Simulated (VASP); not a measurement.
# Hf2Ti2Ge3 (P4/mmm) in VASP: single point with PBE

Aim: the single point of Hf2Ti2Ge3 with PBE.

Program: VASP 6.6.1. These are calculated values, not measurements. Logs are shortened: lines on timing, memory, paths and dates and some standing lists are left out, and cuts for length are marked.

### Step 1. The cell of the first run

Symmetry: P4/mmm, No. 123, tetragonal system. Conventional cell: a = 5.496 Å, b = 5.496 Å, c = 5.340 Å, α = 90.00°, β = 90.00°, γ = 90.00°. Hf (site symmetry 4/mmm) has 2 Hf at 2.67 Å and 4 Ge at 2.75 Å within 3.5 Å. Within 3.5 Å of Hf (site symmetry 4/mmm) lie 2 Hf at 2.67 Å and 4 Ti at 2.75 Å. Within 3.5 Å of Ti (site symmetry mmm) lie 2 Ge at 2.67 Å and 2 Hf at 2.75 Å. Ge (site symmetry mmm) has 2 Ti at 2.67 Å and 2 Hf at 2.75 Å and 2 Ge at 2.75 Å within 3.5 Å. Within 3.6 Å of Ge (site symmetry 4/mmm) lie 4 Ge at 2.75 Å.

### Step 2. Single point, PBE

INCAR

```
SYSTEM = Hf2Ti2Ge3
PREC = Accurate
ENCUT = 520
EDIFF = 1E-6
ISMEAR = 0
SIGMA = 0.2
LREAL = .FALSE.
LASPH = .TRUE.
NELM = 80
ALGO = Normal
ISIF = 2
LWAVE = .FALSE.
LCHARG = .TRUE.
GGA = PE
LELF = .TRUE.
LVHAR = .TRUE.
NBANDS = 52
```

KPOINTS

```
Automatic mesh
0
G
  3 3 3
  0 0 0
```

POSCAR

```
Hf2Ti2Ge3
1.0
    5.4959590709      0.0000000000      0.0000000000
    0.0000000000      5.4959590709      0.0000000000
    0.0000000000      0.0000000000      5.3396450229
Hf Ti Ge
2 2 3
Direct
    0.5000000000      0.5000000000      0.0000000000
    0.5000000000      0.5000000000      0.5000000000
    0.0000000000      0.5000000000      0.5000000000
    0.5000000000      0.0000000000      0.5000000000
    0.0000000000      0.5000000000      0.0000000000
    0.5000000000      0.0000000000      0.0000000000
    0.0000000000      0.0000000000      0.0000000000
```

Potentials or basis: VASP PAW PBE potentials, release 64 (Hf_pv, Ti_sv, Ge_d).

Launch:

```
$ cat potpaw_PBE.64/Hf_pv/POTCAR potpaw_PBE.64/Ti_sv/POTCAR potpaw_PBE.64/Ge_d/POTCAR > POTCAR
$ mpirun -np 1 vasp_std > vasp.out
```

OUTCAR:

```text
SYSTEM = Hf2Ti2Ge3
   PREC = Accurate
   ENCUT = 520
   EDIFF = 1E-6
   ISMEAR = 0
   LREAL = .FALSE.
   LASPH = .TRUE.
   NELM = 80
   ISIF = 2
   GGA = PE

 ion  position               nearest neighbor table
   1  0.500  0.500  0.000-   2 2.67   2 2.67   6 2.75   5 2.75   6 2.75   5 2.75
   2  0.500  0.500  0.500-   1 2.67   1 2.67   4 2.75   3 2.75   4 2.75   3 2.75
   3  0.000  0.500  0.500-   5 2.67   5 2.67   2 2.75   2 2.75
   4  0.500  0.000  0.500-   6 2.67   6 2.67   2 2.75   2 2.75
   5  0.000  0.500  0.000-   3 2.67   3 2.67   7 2.75   1 2.75   7 2.75   1 2.75
   6  0.500  0.000  0.000-   4 2.67   4 2.67   7 2.75   1 2.75   1 2.75   7 2.75
   7  0.000  0.000  0.000-   5 2.75   6 2.75   5 2.75   6 2.75

  LATTYP: Found a simple tetragonal cell.
 ALAT       =     5.4959590709
 C/A-ratio  =     0.9715583675

  Lattice vectors:

 A1 = (   5.4959590709,   0.0000000000,   0.0000000000)
 A2 = (   0.0000000000,   5.4959590709,   0.0000000000)
 A3 = (   0.0000000000,   0.0000000000,   5.3396450229)

Analysis of symmetry for initial positions (statically):
=====================================================================
 Subroutine PRICEL returns:
 Original cell was already a primitive cell.

 Routine SETGRP: Setting up the symmetry group for a
 simple tetragonal supercell.

 Subroutine GETGRP returns: Found 16 space group operations
 (whereof 16 operations were pure point group operations)
 out of a pool of 16 trial point group operations.

The static configuration has the point symmetry D_4h.

Analysis of symmetry for dynamics (positions and initial velocities):
=====================================================================
 Subroutine PRICEL returns:
 Original cell was already a primitive cell.

 Routine SETGRP: Setting up the symmetry group for a
 simple tetragonal supercell.

 Subroutine GETGRP returns: Found 16 space group operations
 (whereof 16 operations were pure point group operations)
 out of a pool of 16 trial point group operations.

The dynamic configuration has the point symmetry D_4h.

 Subroutine INISYM returns: Found 16 space group operations
 (whereof 16 operations are pure point group operations),
 and found     1 'primitive' translations

----------------------------------------------------------------------------------------

                                     Primitive cell

  volume of cell :     161.2870

  direct lattice vectors                    reciprocal lattice vectors
     5.495959071  0.000000000  0.000000000     0.181951864  0.000000000  0.000000000
     0.000000000  5.495959071  0.000000000     0.000000000  0.181951864  0.000000000
     0.000000000  0.000000000  5.339645023     0.000000000  0.000000000  0.187278367

  length of vectors
     5.495959071  5.495959071  5.339645023     0.181951864  0.181951864  0.187278367

  position of ions in fractional coordinates (direct lattice)
     0.500000000  0.500000000  0.000000000
     0.500000000  0.500000000  0.500000000
     0.000000000  0.500000000  0.500000000
     0.500000000  0.000000000  0.500000000
     0.000000000  0.500000000  0.000000000
     0.500000000  0.000000000  0.000000000
     0.000000000  0.000000000  0.000000000

  ion indices of the primitive-cell ions
   primitive index   ion index
                 1           1
                 2           2
                 3           3
                 4           4
                 5           5
                 6           6
                 7           7

----------------------------------------------------------------------------------------

 KPOINTS: Automatic mesh

Automatic generation of k-mesh.
 Grid dimensions read from file:
 generate k-points for:    3    3    3

 Generating k-lattice:

  Cartesian coordinates                     Fractional coordinates (reciprocal lattice)
     0.060650621  0.000000000  0.000000000     0.333333333  0.000000000  0.000000000
     0.000000000  0.060650621  0.000000000     0.000000000  0.333333333  0.000000000
     0.000000000  0.000000000  0.062426122     0.000000000  0.000000000  0.333333333

  Length of vectors
     0.060650621  0.060650621  0.062426122

  Shift w.r.t. Gamma in fractional coordinates (k-lattice)
     0.000000000  0.000000000  0.000000000

 Subroutine IBZKPT returns following result:
 ===========================================

 Found      6 irreducible k-points:

 Following reciprocal coordinates:
            Coordinates               Weight
  0.000000  0.000000  0.000000      1.000000
  0.333333  0.000000  0.000000      4.000000
  0.333333  0.333333  0.000000      4.000000
  0.000000  0.000000  0.333333      2.000000
  0.333333  0.000000  0.333333      8.000000
  0.333333  0.333333  0.333333      8.000000
   k-points           NKPTS =      6   k-points in BZ     NKDIM =      6   number of bands    NBANDS=     52
   number of dos      NEDOS =    301   number of ions     NIONS =      7
   total plane-waves  NPLWV =  70560
   dimension x,y,z NGX =    42 NGY =   42 NGZ =   40
   dimension x,y,z NGXF=    84 NGYF=   84 NGZF=   80
   ions per type =               2   2   3
   NGX,Y,Z   is equivalent  to a cutoff of  12.70, 12.70, 12.45 a.u.
   NGXF,Y,Z  is equivalent  to a cutoff of  25.41, 25.41, 24.91 a.u.
 SYSTEM =  Hf2Ti2Ge3
   PREC   = accura    normal or accurate (medium, high low for compatibility)
   ISTART =      0    job   : 0-new  1-cont  2-samecut
   ICHARG =      2    charge: 1-file 2-atom 10-const
   ISPIN  =      1    spin polarized calculation?
   LNONCOLLINEAR =      F non collinear calculations
   LSORBIT =      F    spin-orbit coupling
   LASPH  =      T    aspherical Exc in radial PAW
   ENCUT  =  520.0 eV  38.22 Ry    6.18 a.u.  10.22 10.22  9.93*2*pi/ulx,y,z
   NELM   =     80;   NELMIN=  2; NELMDL= -5     # of ELM steps
   EDIFF  = 0.1E-05   stopping-criterion for ELM
   LREAL  =      F    real-space projection
   EDIFFG = 0.1E-04   stopping-criterion for IOM
   NSW    =      0    number of steps for IOM
   IBRION =     -1    ionic relax: 0-MD 1-quasi-New 2-CG
   NFREE  =      0    steps in history (QN), initial steepest desc. (CG)
   ISIF   =      2    stress and relaxation
   ISYM   =      2    0-nonsym 1-usesym 2-fastsym
   POTIM  = 0.5000    time-step for ionic-motion
   TEBEG  =    0.0;   TEEND  =   0.0 temperature during run
   PSTRESS=    0.0 pullay stress
   NELECT =      86.0000    total number of electrons
   NUPDOWN=      -1.0000    fix difference up-down
   EMIN   =  10.00;   EMAX   =-10.00  energy-range for DOS
   EFERMI =   0.00;   METHOD = LEGACY
   ISMEAR =     0;   SIGMA  =   0.20  broadening in eV -4-tet -1-fermi 0-gaus
   EFERMI_NEDOS =   21; number of points for ismear=-14 and -15
   IALGO  =     38    algorithm
   IMIX   =      4    mixing-type and parameters
     AMIX     =   0.40;   BMIX     =  1.00
     AMIX_MAG =   1.60;   BMIX_MAG =  1.00
  volume/ion in A,a.u.               =      23.04       155.49
  Fermi-wavevector in a.u.,A,eV,Ry     =   1.327520  2.508650 23.977688  1.762310
  Thomas-Fermi vector in A             =   2.456827
   LORBIT       =      0    0 simple, 1 ext, 2 COOP (PROOUT), +10 PAW based schemes
   GGA     = PE    functional components
   LHFCALC =     F    Hartree Fock is set to
   AEXX    =    0.0000 exact exchange contribution
   IVDW    =     0    specifies the selected vdW correction
   LEPSILON=     F    determine dielectric tensor
   LRPA    =     F    only Hartree local field effects (RPA)
 non-spin polarized calculation
 Gauss-broadening in eV      SIGMA  =   0.20
  energy-cutoff  :      520.00
  volume of cell :      161.29
 maximum number of plane-waves:      4352
 NGX is ok and might be reduce to    42
   NGX = 21   NGY = 21   NGZ = 19

 number of electron      86.0000034 magnetization

 Free energy of the ion-electron system (eV)
  ---------------------------------------------------
  ext. energy  EPLUGINS =         0.00000000
  ---------------------------------------------------
  free energy    TOTEN  =       -44.59801766 eV

  energy without entropy =      -44.40568540  energy(sigma->0) =      -44.50185153

 E-fermi :   4.7240     XC(G=0): -10.3362

 val. band max:        4.6695383056   @ k =   0.3333   0.3333   0.0000
 cond. band min:       4.7393377423   @ k =   0.3333   0.0000   0.3333
 fundamental gap:      0.0697994367
 Fermi energy:         4.7239727670

 k-point     1 :       0.0000    0.0000    0.0000
  band No.  band energies     occupation
      1     -52.3959      2.00000
      2     -52.3946      2.00000
      3     -28.8337      2.00000
      4     -28.8337      2.00000
      5     -28.6410      2.00000
      6     -28.6361      2.00000
[... 44 lines left out ...]
     51       6.2863      0.00000
     52       6.9784      0.00000

 k-point     2 :       0.3333    0.0000    0.0000
  band No.  band energies     occupation
      1     -52.3957      2.00000
      2     -52.3950      2.00000
      3     -28.8333      2.00000
      4     -28.8328      2.00000
      5     -28.6394      2.00000
      6     -28.6369      2.00000
[... 44 lines left out ...]
     51       6.4068      0.00000
     52       7.0110      0.00000

 k-point     3 :       0.3333    0.3333    0.0000
  band No.  band energies     occupation
      1     -52.3957      2.00000
      2     -52.3953      2.00000
      3     -28.8390      2.00000
      4     -28.8265      2.00000
      5     -28.6384      2.00000
      6     -28.6372      2.00000
[... 44 lines left out ...]
     51       6.4722      0.00000
     52       6.5852      0.00000

 k-point     4 :       0.0000    0.0000    0.3333
  band No.  band energies     occupation
      1     -52.3959      2.00000
      2     -52.3946      2.00000
      3     -28.8337      2.00000
      4     -28.8337      2.00000
      5     -28.6431      2.00000
      6     -28.6386      2.00000
[... 44 lines left out ...]
     51       7.0335      0.00000
     52       7.0335      0.00000

 k-point     5 :       0.3333    0.0000    0.3333
  band No.  band energies     occupation
      1     -52.3957      2.00000
      2     -52.3950      2.00000
      3     -28.8333      2.00000
      4     -28.8329      2.00000
      5     -28.6418      2.00000
      6     -28.6395      2.00000
[... 44 lines left out ...]
     51       6.6987      0.00000
     52       6.7329      0.00000

 k-point     6 :       0.3333    0.3333    0.3333
  band No.  band energies     occupation
      1     -52.3956      2.00000
      2     -52.3953      2.00000
      3     -28.8390      2.00000
      4     -28.8266      2.00000
      5     -28.6410      2.00000
      6     -28.6399      2.00000
[... 44 lines left out ...]
     51       6.4293      0.00000
     52       6.6616      0.00000

------------------------ aborting loop because EDIFF is reached ----------------------------------------

  FORCE on cell =-STRESS in cart. coord.  units (eV):
  Direction    XX          YY          ZZ          XY          YZ          ZX
  --------------------------------------------------------------------------------------
  -------------------------------------------------------------------------------------
  Total       -0.2966276     -0.2966276     -0.5701618      0.0000000      0.0000000      0.0000000
  in kB       -2.9466104     -2.9466104     -5.6638189      0.0000000      0.0000000      0.0000000
  external PRESSURE =      -3.8523466 kB  Pullay stress =       0.0000000 kB

 VOLUME and BASIS-vectors are now :
 -----------------------------------------------------------------------------
  energy-cutoff  :      520.00
  volume of cell :      161.29
      direct lattice vectors                 reciprocal lattice vectors
     5.495959071  0.000000000  0.000000000     0.181951864  0.000000000  0.000000000
     0.000000000  5.495959071  0.000000000     0.000000000  0.181951864  0.000000000
     0.000000000  0.000000000  5.339645023     0.000000000  0.000000000  0.187278367

 POSITION                                       TOTAL-FORCE (eV/Angst)
 -----------------------------------------------------------------------------------
      2.74798      2.74798      0.00000         0.000000      0.000000      0.000000
      2.74798      2.74798      2.66982         0.000000      0.000000      0.000000
      0.00000      2.74798      2.66982         0.000000      0.000000      0.000000
      2.74798      0.00000      2.66982         0.000000      0.000000      0.000000
      0.00000      2.74798      0.00000         0.000000      0.000000      0.000000
      2.74798      0.00000      0.00000         0.000000      0.000000      0.000000
      0.00000      0.00000      0.00000         0.000000      0.000000      0.000000
 -----------------------------------------------------------------------------------
    total drift:                                0.000000      0.000000     -0.000000

  FREE ENERGIE OF THE ION-ELECTRON SYSTEM (eV)
  ---------------------------------------------------
  free  energy   TOTEN  =       -44.5980176615 eV

  energy  without entropy=      -44.4056854043  energy(sigma->0) =      -44.50185153
```

Run time: 61 s. Hardware: 1 thread of Intel Xeon 6975P-C (Granite Rapids), shared host; peak memory 0.26 GiB.

What came out:

```yaml
Free_energy: -44.5980 eV
Pressure: -0.4 GPa
Band_gap_on_the_k_mesh: zero (band 43 reaches 4.80 eV, above the bottom of band 44 at 4.58 eV)
```

Levels at points of the mesh, in eV from the Fermi level:
```tsv
k point	band 39	band 40	band 41	band 42	band 43	band 44	band 45	band 46	band 47	band 48
(0.00, 0.00, 0.00)	-1.55	-1.46	-1.07	0.02	0.07	0.22	0.22	0.76	0.76	1.23
```

Caveat: the k points lie up to 0.39 Å⁻¹ apart; spin-orbit coupling is left out, which moves the levels of the heavy elements.
